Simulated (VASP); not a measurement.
# SiC5N8 (Pm) in VASP: notebook, part 2 of 2

VASP 6.6.1. Earlier steps stand in the parts before.

**3. Single point, r2SCAN**

Input file POSCAR:

```
SiC5N8
1.0
    6.5548245967      0.0000000000      0.0454784998
    0.0000000000      2.4926927845      0.0000000000
   -3.2382126869      0.0000000000      5.8045747989
Si C N
1 5 8
Direct
    0.6019989768      0.5000000000      0.8297630272
    0.8300842686      0.0000000000      0.2422008410
    0.7717004724      0.0000000000      0.5751092090
    0.2160777045      0.5000000000      0.4021323133
    0.1658257722      0.5000000000      0.7665413768
    0.4028979489      0.0000000000      0.1754223596
    0.3140185913      0.5000000000      0.6566837232
    0.6644247265      0.0000000000      0.3252135982
    0.6984415494      0.5000000000      0.6380182082
    0.7166726794      0.0000000000      1.0036527668
    0.0267889066      0.0000000000      0.7114006596
    0.9702943275      0.5000000000      0.3239276324
    0.2837609526      0.0000000000      0.3205519412
    0.3370131234      0.5000000000      0.0293823434
```

Input file INCAR.step1:

```
SYSTEM = SiC5N8
ALGO = Normal
EDIFF = 1E-4
ENCUT = 520
GGA = PE
ISMEAR = 0
LASPH = .TRUE.
LCHARG = .FALSE.
LREAL = .FALSE.
LWAVE = .TRUE.
NBANDS = 45
NELM = 60
PREC = Accurate
SIGMA = 0.01
```

Input file INCAR.step2:

```
SYSTEM = SiC5N8
ALGO = Normal
EDIFF = 1E-6
ENCUT = 520
ISIF = 2
ISMEAR = 0
ISTART = 1
LASPH = .TRUE.
LCHARG = .FALSE.
LMIXTAU = .TRUE.
LREAL = .FALSE.
LWAVE = .FALSE.
METAGGA = R2SCAN
NBANDS = 45
NELM = 60
PREC = Accurate
SIGMA = 0.01
```

Input file KPOINTS:

```
k-points
0
G
  4 10 4
  0 0 0
```

Potentials or basis: VASP PAW PBE potentials, release 64 (Si, C, N).

On the command line:

```bash
> cat potpaw_PBE.64/Si/POTCAR potpaw_PBE.64/C/POTCAR potpaw_PBE.64/N/POTCAR > POTCAR
> cp INCAR.step1 INCAR
> mpirun -np 1 vasp_std > vasp.out
> cp INCAR.step2 INCAR
> mpirun -np 1 vasp_std > vasp.out
```

OUTCAR:

```text
SYSTEM = SiC5N8
   EDIFF = 1E-6
   ENCUT = 520
   ISIF = 2
   ISMEAR = 0
   ISTART = 1
   LASPH = .TRUE.
   LREAL = .FALSE.
   METAGGA = R2SCAN
   NELM = 60
   PREC = Accurate

 ion  position               nearest neighbor table
   1  0.602  0.500  0.830-  10 1.62  10 1.62   7 1.67   9 1.67
   2  0.830  0.000  0.242-  10 1.39   8 1.44  12 1.49  12 1.49
   3  0.772  0.000  0.575-   8 1.46   9 1.47   9 1.47  11 1.47
   4  0.216  0.500  0.402-  12 1.44   7 1.49  13 1.51  13 1.51
   5  0.166  0.500  0.767-   7 1.47  11 1.48  11 1.48  14 1.56
   6  0.403  0.000  0.175-  13 1.51  14 1.51  14 1.51   8 1.51
   7  0.314  0.500  0.657-   5 1.47   4 1.49   1 1.67
   8  0.664  0.000  0.325-   2 1.44   3 1.46   6 1.51
   9  0.698  0.500  0.638-   3 1.47   3 1.47   1 1.67
  10  0.717  0.000  0.004-   2 1.39   1 1.62   1 1.62
  11  0.027  0.000  0.711-   3 1.47   5 1.48   5 1.48
  12  0.970  0.500  0.324-   4 1.44   2 1.49   2 1.49
  13  0.284  0.000  0.321-   6 1.51   4 1.51   4 1.51
  14  0.337  0.500  0.029-   6 1.51   6 1.51   5 1.56

  LATTYP: Found a simple monoclinic cell.
 ALAT       =     6.5549823636
 B/A-ratio  =     0.3802745219
 C/A-ratio  =     1.0139976624
 COS(beta)  =    -0.4811176792

  Lattice vectors:

 A1 = (   6.5548245967,   0.0000000000,   0.0454784998)
 A2 = (   0.0000000000,   2.4926927845,   0.0000000000)
 A3 = (  -3.2382126869,   0.0000000000,   5.8045747989)

Analysis of symmetry for initial positions (statically):
=====================================================================
 Subroutine PRICEL returns:
 Original cell was already a primitive cell.

 Routine SETGRP: Setting up the symmetry group for a
 simple monoclinic supercell.

 Subroutine GETGRP returns: Found  2 space group operations
 (whereof  2 operations were pure point group operations)
 out of a pool of  4 trial point group operations.

The static configuration has the point symmetry C_1h.

[... 170 lines left out ...]
  volume of cell :       95.21
 maximum number of plane-waves:      2597
 NGX is ok and might be reduce to    50
   NGX = 25   NGY =  9   NGZ = 25

 number of electron      64.0000007 magnetization

 Free energy of the ion-electron system (eV)
  ---------------------------------------------------
  ext. energy  EPLUGINS =         0.00000000
  ---------------------------------------------------
  free energy    TOTEN  =      -126.39333187 eV

  energy without entropy =     -126.39333187  energy(sigma->0) =     -126.39333187

 E-fermi :   8.5760     XC(G=0): -13.1557

 val. band max:        8.5323410284   @ k =   0.0000   0.0000   0.0000
 cond. band min:      11.8480824179   @ k =   0.0000   0.5000   0.0000
 fundamental gap:      3.3157413895
 Fermi energy:         8.5760292311

 k-point     1 :       0.0000    0.0000    0.0000
  band No.  band energies     occupation
      1     -16.4129      2.00000
      2     -14.5016      2.00000
      3     -14.0027      2.00000
      4     -13.3844      2.00000
      5     -12.8601      2.00000
      6     -11.4816      2.00000
[... 1117 lines left out ...]
     43      16.9436      0.00000
     44      17.4481      0.00000

 [... further k-points ...]

 [bands above 44 left out]

------------------------ aborting loop because EDIFF is reached ----------------------------------------

  FORCE on cell =-STRESS in cart. coord.  units (eV):
  Direction    XX          YY          ZZ          XY          YZ          ZX
  --------------------------------------------------------------------------------------
  -------------------------------------------------------------------------------------
  Total        0.5502285      0.5786624      0.5403987      0.0000000      0.0000000     -0.0355286
  in kB        9.2592476      9.7377331      9.0938319      0.0000000      0.0000000     -0.5978748
  external PRESSURE =       9.3636042 kB  Pullay stress =       0.0000000 kB

 VOLUME and BASIS-vectors are now :
 -----------------------------------------------------------------------------
  energy-cutoff  :      520.00
  volume of cell :       95.21
      direct lattice vectors                 reciprocal lattice vectors
     6.554824597  0.000000000  0.045478500     0.151971162  0.000000000  0.084780533
     0.000000000  2.492692784  0.000000000     0.000000000  0.401172582  0.000000000
    -3.238212687  0.000000000  5.804574799    -0.001190685  0.000000000  0.171613657

 POSITION                                       TOTAL-FORCE (eV/Angst)
 -----------------------------------------------------------------------------------
      1.25905      1.24635      4.84380         0.009817      0.000000     -0.003704
      4.65676      0.00000      1.44362         0.020220      0.000000      0.029825
      3.19604      0.00000      3.37336        -0.003588      0.000000      0.008374
      0.11416      1.24635      2.34403         0.037056      0.000000     -0.000784
     -1.39527      1.24635      4.45699        -0.006218      0.000000      0.029263
      2.07287      0.00000      1.03658        -0.001597      0.000000      0.003083
     -0.06814      1.24635      3.82605         0.068453      0.000000      0.043017
      3.30208      0.00000      1.91794        -0.036307      0.000000     -0.012625
      2.51212      1.24635      3.73519        -0.074127      0.000000      0.039139
      4.68584      0.00000      0.05380        -0.011028      0.000000     -0.111389
     -2.12807      0.00000      4.13060        -0.007281      0.000000     -0.000417
      5.31116      1.24635      1.92439        -0.015506      0.000000      0.012785
      0.82199      0.00000      1.87357         0.016094      0.000000     -0.008803
      2.11392      1.24635      0.18588         0.004012      0.000000     -0.027764
 -----------------------------------------------------------------------------------
    total drift:                               -0.000429     -0.000000      0.000510

  FREE ENERGIE OF THE ION-ELECTRON SYSTEM (eV)
  ---------------------------------------------------
  free  energy   TOTEN  =      -126.3933318662 eV

  energy  without entropy=     -126.3933318662  energy(sigma->0) =     -126.39333187
```

OUTCAR.step1:

```text
SYSTEM = SiC5N8
   EDIFF = 1E-4
   ENCUT = 520
   GGA = PE
   ISMEAR = 0
[... 1402 lines left out ...]
     -2.12807      0.00000      4.13060        -0.013256      0.000000     -0.009386
      5.31116      1.24635      1.92439        -0.014399      0.000000     -0.004352
      0.82199      0.00000      1.87357         0.045438      0.000000     -0.030433
      2.11392      1.24635      0.18588         0.024055      0.000000     -0.071613
 -----------------------------------------------------------------------------------
    total drift:                                0.003326     -0.000000      0.002996

  FREE ENERGIE OF THE ION-ELECTRON SYSTEM (eV)
  ---------------------------------------------------
  free  energy   TOTEN  =      -112.0517004496 eV

  energy  without entropy=     -112.0517004496  energy(sigma->0) =     -112.05170045
```

OSZICAR.step1:

```text
N       E                     dE             d eps       ncg     rms          rms(c)
DAV:   1     0.290569844556E+03    0.29057E+03   -0.35232E+04  5400   0.140E+03
DAV:   2    -0.100897739733E+03   -0.39147E+03   -0.37263E+03  6749   0.317E+02
DAV:   3    -0.119901746273E+03   -0.19004E+02   -0.18798E+02  6944   0.701E+01
DAV:   4    -0.120217710397E+03   -0.31596E+00   -0.31459E+00  7184   0.896E+00
DAV:   5    -0.120224277540E+03   -0.65671E-02   -0.65565E-02  6862   0.123E+00    0.223E+01
DAV:   6    -0.112381930081E+03    0.78423E+01   -0.19908E+01  6624   0.237E+01    0.993E+00
DAV:   7    -0.112143756202E+03    0.23817E+00   -0.40662E+00  6848   0.104E+01    0.606E+00
DAV:   8    -0.112055285810E+03    0.88470E-01   -0.38711E-01  6550   0.334E+00    0.244E+00
DAV:   9    -0.112051397241E+03    0.38886E-02   -0.70883E-02  6808   0.162E+00    0.316E-01
DAV:  10    -0.112051608580E+03   -0.21134E-03   -0.10043E-02  6664   0.495E-01    0.198E-01
DAV:  11    -0.112051700450E+03   -0.91869E-04   -0.96838E-04  6712   0.181E-01
   1 F= -.11205170E+03 E0= -.11205170E+03  d E =-.791627E-97
```

Run time: 7.8 min. Hardware: 1 thread of Intel Xeon 6975P-C (Granite Rapids), shared host; peak memory 0.35 GiB.

What came out:

- Free energy: -126.3933 eV
- Pressure: 0.9 GPa
- Largest force: 0.112 eV/Å
- Band gap on the k mesh: 3.32 eV, indirect (least direct gap 3.43 eV)

Forces on the atoms (eV/Å):
```
Si   0.010  0.000 -0.004
C    0.020  0.000  0.030
C   -0.004  0.000  0.008
C    0.037  0.000 -0.001
C   -0.006  0.000  0.029
C   -0.002  0.000  0.003
N    0.068  0.000  0.043
N   -0.036  0.000 -0.013
N   -0.074  0.000  0.039
N   -0.011  0.000 -0.111
N   -0.007  0.000  0.000
N   -0.016  0.000  0.013
N    0.016  0.000 -0.009
N    0.004  0.000 -0.028
```

Caveat: the PAW data sets were made with another functional, which shifts forces and pressure a little. r2SCAN opens gaps a little over a GGA but as a rule still falls short of measured ones.
